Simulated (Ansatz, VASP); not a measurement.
# Two plane-wave programs on Ag2HCl2

The input INCAR:

```
SYSTEM = Ag2HCl2
PREC     = Accurate       ! precision mode
ENCUT    = 520            ! plane-wave cutoff, eV
EDIFF    = 1E-6           ! SCF threshold, eV
ISMEAR   = 0              ! smearing method
SIGMA    = 0.05           ! smearing width, eV
LREAL    = .FALSE.        ! projectors in reciprocal space
LASPH    = .TRUE.         ! aspherical terms in the spheres
NELM     = 150            ! most SCF steps
ALGO     = Normal         ! electronic algorithm
ISIF     = 2              ! what is computed and relaxed
LWAVE    = .FALSE.        ! write WAVECAR
LCHARG   = .TRUE.         ! write CHGCAR
ISPIN    = 2              ! spin polarisation
MAGMOM   = 0 0 0 0 1      ! initial moments
LORBIT   = 11             ! projections on sites
LMAXMIX  = 4              ! l up to which the mixer works
LDIPOL   = .TRUE.       
IDIPOL   = 3            
DIPOL    = 0.5 0.5 0.315
GGA      = PE             ! functional
IVDW     = 12             ! dispersion correction
LELF     = .TRUE.         ! ELF
LVHAR    = .TRUE.       
LVACPOTAV= .TRUE.       
NBANDS   = 30             ! bands
```

File KPOINTS:

```
Automatic mesh
0
G
  7 7 1
  0 0 0
```

File POSCAR:

```
Ag2HCl2
1.0
    3.8966246593      0.0000000000      0.0000000000
    0.0000000000      3.8966246593      0.0000000000
    0.0000000000      0.0000000000     20.1478735173
Ag Cl H
2 2 1
Direct
    0.0000000000      0.0000000000      0.1985321179
    0.5000000000      0.5000000000      0.3337564577
    0.5000000000      0.5000000000      0.1985321179
    0.0000000000      0.0000000000      0.3398807081
    0.1250000000      0.5000000000      0.5036697053
```

Input for Ansatz:

```yaml
crystal:
  lattice:
    - [3.8966246593, 0.0, 0.0]
    - [0.0, 3.8966246593, 0.0]
    - [0.0, 0.0, 20.1478735173]
  atoms:
    - { symbol: Ag, position: [0.0, 0.0, 0.1985321179] }
    - { symbol: Cl, position: [0.5, 0.5, 0.1985321179] }
    - { symbol: Ag, position: [0.5, 0.5, 0.3337564577] }
    - { symbol: Cl, position: [0.0, 0.0, 0.3398807081] }
    - { symbol: H, position: [0.125, 0.5, 0.5036697053], spin: 1.0 }
basis:
  ecutwfc: 420
kpoints:
  mp_grid: { grid: [7, 7, 1] }
hamiltonian:
  xc: pbe
  dispersion: d3bj
scf:
  occupations: { method: gaussian, width: 0.05 }
output:
  forces: true
  eigenvalues: true
  populations: true
magnetization:
  spin_polarized: true
efield:
  axis: 3
  dipole_correction: true
  ramp_width: 0.04
```

Alike in both runs: task single point; functional PBE; dispersion D3(BJ); k mesh 7 × 7 × 1; occupations gaussian, width 0.05 eV; collinear spin.

|  | VASP | Ansatz |
| --- | --- | --- |
| version | VASP 6.6.1 | Ansatz 0.2.0 |
| potentials or method | VASP PAW PBE potentials, release 64 (Ag, Cl, H), cutoff 520 eV | scalar-relativistic, plane waves, PAW |
| valence electrons in the cell | 37 | 53 |

```tsv
	VASP	Ansatz	Ansatz less VASP
gap on the k mesh at the Fermi level (eV)	1.11	1.11	+0.005
least direct gap on the mesh (eV)	2.55	2.55	+0.003
rms of the force components (eV/Å)	0.096	0.096	-0.0006
net moment per atom (μB)	0.20	0.20	0.000
size of the moment on the site where the two differ most (μB)	0.38	0.94	+0.559
```

Site moments also hang on the region over which each program counts them. VASP's potentials hold 37 valence electrons a cell and Ansatz's 53, so a difference there can come from the potentials and not from the codes.
